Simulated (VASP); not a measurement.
A run of VASP 6.6.1 is set up as follows.

File INCAR:

```
PREC = Accurate
ENCUT = 520
EDIFF = 1E-6
ISMEAR = 0
SIGMA = 0.03
LREAL = F
LASPH = T
NELM = 60
ALGO = Normal
ISIF = 2
LWAVE = F
LCHARG = F
GGA = PE
NBANDS = 21
```

The input KPOINTS:

```
Automatic mesh
0
Gamma
  12 12 6
```

The input POSCAR:

```
Mg2CdN2
1.0
    3.5528825911      0.0000000000      0.0000000000
   -1.7764412955      3.0768865806      0.0000000000
    0.0000000000      0.0000000000      6.0735884715
Mg Cd N
2 1 2
Direct
    0.6666666667      0.3333333333      0.1534420000
    0.3333333333      0.6666666667      0.8465580000
    0.0000000000      0.0000000000      0.5000000000
    0.6666666667      0.3333333333      0.7722310000
    0.3333333333      0.6666666667      0.2277690000
```

Potentials or basis: VASP PAW PBE potentials, release 64 (Mg, Cd, N).

Run with:

```console
$ cat potpaw_PBE.64/Mg/POTCAR potpaw_PBE.64/Cd/POTCAR potpaw_PBE.64/N/POTCAR > POTCAR
$ mpirun -np 1 vasp_std > vasp.out
```

Q: What does it give for the band gap on the k mesh?

A: 0.24 eV (least direct gap 0.56 eV).

Q: Estimate the largest force.

A: 0.045 eV/Å.

Q: Predict the pressure.

A: -1.6 GPa.

Stress tensor (GPa, compression positive):
```
-1.23  0.00  0.00
 0.00 -1.23  0.00
 0.00  0.00 -2.40
```

Caveat: the cell differs from its parent crystal (strain +0.0150 x Voigt [0, 0, 1, 0, 0, 0]). A k mesh can miss the band edges.
